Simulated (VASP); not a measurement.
Set up this calculation in VASP 6.6.1, as the native input.

```
Task                   : single point
Functional             : LDA
Potentials or basis    : VASP PAW LDA potentials, release 64 (H, Si, Cu)
Cutoff                 : 520 eV
k mesh                 : 2 × 2 × 1
Occupations            : gaussian, width 0.02 eV
Spin                   : collinear spin
Starting moments       : [0.0, 0.0, 0.0, 0.0, 0.0, 0.0, 0.0, 0.0, 0.0, 0.0, 0.0, 0.0, 0.0, 0.0, 0.0, 0.0, 0.0, 0.0, 0.0, 0.0, 1.0] μB
Dipole correction      : no
Further INCAR settings : LREAL = Auto; ALGO = Normal; EDIFF = 1e-06; NBANDS = 60
```

The structure of CuSi16H4 lies in POSCAR:

```
CuSi16H4
1.0
    7.6791800000      0.0000000000      0.0000000000
    3.8395900000      6.6503650000      0.0000000000
    0.0000000000      0.0000000000     17.4187650000
H Si Cu
4 16 1
Direct
    0.1666667000      0.1666667000      0.0574094000
    0.6666667000      0.1666667000      0.0574094000
    0.1666667000      0.6666667000      0.0574094000
    0.6666667000      0.6666667000      0.0574094000
    0.1666667000      0.1666667000      0.1435234000
    0.6666667000      0.1666667000      0.1435234000
    0.1666667000      0.6666667000      0.1435234000
    0.6666667000      0.6666667000      0.1435234000
   -0.1640751512      0.3320385929      0.1778188516
    0.3354296303      0.3351819180      0.1881890422
   -0.1811785267      0.8405957815      0.1934544939
    0.3353791904      0.8294130876      0.1881942840
   -0.1181831078      0.3088901190      0.3055100803
    0.4125023502      0.2979399379      0.3208371582
   -0.0542924393      0.7770556195      0.3621055113
    0.4125179587      0.7894336606      0.3208576081
    0.0826182568     -0.0057160095      0.3703291089
    0.6221958209     -0.0611515087      0.3148540890
    0.0827277038      0.4229422646      0.3703522373
    0.5747908388      0.4625145867      0.3774248326
    0.8891716582      0.3065053290      0.4377341993
```

These files were run (other wordings do the same):

INCAR

```
PREC = Accurate ; ENCUT = 520
EDIFF = 1E-6 ; ISMEAR = 0
SIGMA = 0.02 ; LREAL = Auto
LASPH = True ; NELM = 150
ALGO = Normal ; ISIF = 2
LWAVE = False ; LCHARG = True
ISPIN = 2 ; MAGMOM = 0 0 0 0 0 0 0 0 0 0 0 0 0 0 0 0 0 0 0 0 1
LORBIT = 11 ; LMAXMIX = 4
LELF = True ; LVHAR = True
NBANDS = 60
```

KPOINTS

```
regular mesh
0
Gamma
  2 2 1
```

Potentials or basis: VASP PAW LDA potentials, release 64 (H, Si, Cu).

Launch:

```sh
$ cat potpaw_LDA.64/H/POTCAR potpaw_LDA.64/Si/POTCAR potpaw_LDA.64/Cu/POTCAR > POTCAR
$ mpirun -np 1 vasp_std > vasp.out
```

It gave:

| Item | Value |
| --- | --- |
| Largest force | 1.064 eV/Å |
| Net moment | 0.00 μB per cell |
| Valence electrons inside the program's atomic spheres | H 0.56, 0.55 (each value once); Si 1.73, 1.74, 1.70, 1.77, 1.71, 1.67, 1.66, 1.63, 1.64 (each value once); Cu 10.01 |

Caveat: the k points lie up to 0.47 Å⁻¹ apart; there is no dipole correction, which matters where the two faces differ.

Wall time 17 min on 1 thread of Intel(R) Xeon(R) Platinum 8488C (Sapphire Rapids), with other jobs on the host, peak memory 0.96 GiB.
